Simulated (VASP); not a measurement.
**As: single point with LDA**

As:

```
As
1.0
     1.87975    1.08527    3.52063
    -1.87975    1.08527    3.52063
     0.00000   -2.17055    3.52063
As
2
Direct
  0.22754 0.22754 0.22754
  0.77246 0.77246 0.77246
```

This cell differs from its parent crystal: zz strain of +1 %.

```json
{
  "Program": "VASP 6.6.1",
  "Task": "single point",
  "Functional": "LDA",
  "Potentials or basis": "VASP PAW LDA potentials, release 64 (As)",
  "Cutoff": "520 eV",
  "k mesh": "13 × 13 × 13",
  "Occupations": "fermi-dirac, width 0.05 eV",
  "Spin": "no spin polarisation"
}
```

- Pressure: -1.7 GPa
- Largest force: 0.042 eV/Å
- Band gap on the k mesh: zero (band 5 reaches 5.65 eV, above the bottom of band 6 at 5.24 eV)

Forces in eV/Å, atoms in the order of the input:
```
As   0.000  0.000  0.042
As   0.000  0.000 -0.042
```

Stress tensor (GPa, compression positive):
```
-1.25  0.00  0.00
 0.00 -1.25  0.00
 0.00  0.00 -2.61
```

Levels at points of the mesh, in eV from the Fermi level:
| k point | band 3 | band 4 | band 5 | band 6 | band 7 | band 8 |
| --- | --- | --- | --- | --- | --- | --- |
| (0.00, 0.00, 0.00) | -2.64 | -2.00 | -2.00 | 1.67 | 2.85 | 2.85 |

Wall time 70 s on 1 thread of Intel(R) Xeon(R) Platinum 8259CL CPU @ 2.50GHz (Skylake/Cascade Lake), on a shared host, peak memory 0.22 GiB.

Caveat: the cell differs from its parent crystal (zz strain of +1 %).
